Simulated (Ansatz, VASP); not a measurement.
**PbS in VASP and in Ansatz**

```xyz
4
Lattice="2.0150 -3.4930 0.0000 2.0150 3.4930 0.0000 0.0000 0.0000 7.4056" Properties=species:S:1:pos:R:3 pbc="T T T"
Pb    2.0150    3.4858    3.6045
Pb    2.0150   -3.4858    7.3074
S     2.0150   -1.1677    5.1282
S     2.0150    1.1677    1.4253
```

Alike in both runs: task single point; functional PBE; k mesh 8 × 8 × 4; occupations gaussian, width 0.05 eV; no spin polarisation.

|  | VASP | Ansatz |
| --- | --- | --- |
| version | VASP 6.6.1 | Ansatz 0.2.0 |
| potentials or method | VASP PAW PBE potentials, release 64 (Pb_d, S), cutoff 520 eV | scalar-relativistic, plane waves, PAW |
| valence electrons in the cell | 40 | 40 |

```csv
,VASP,Ansatz,Ansatz less VASP
gap on the k mesh at the Fermi level (eV),0.45,0.45,-0.003
pressure (GPa),4.7,4.8,+0.08
"traceless stress, the component that is largest in VASP (GPa)",0.28,0.28,+0.003
rms of the force components (eV/Å),0.172,0.171,-0.0018
```

Atom by atom the forces differ by 0.002 eV/Å (rms over components). The functional is the same, so the differences come from potentials, cutoffs and numerics.

Spin-orbit coupling is off throughout.
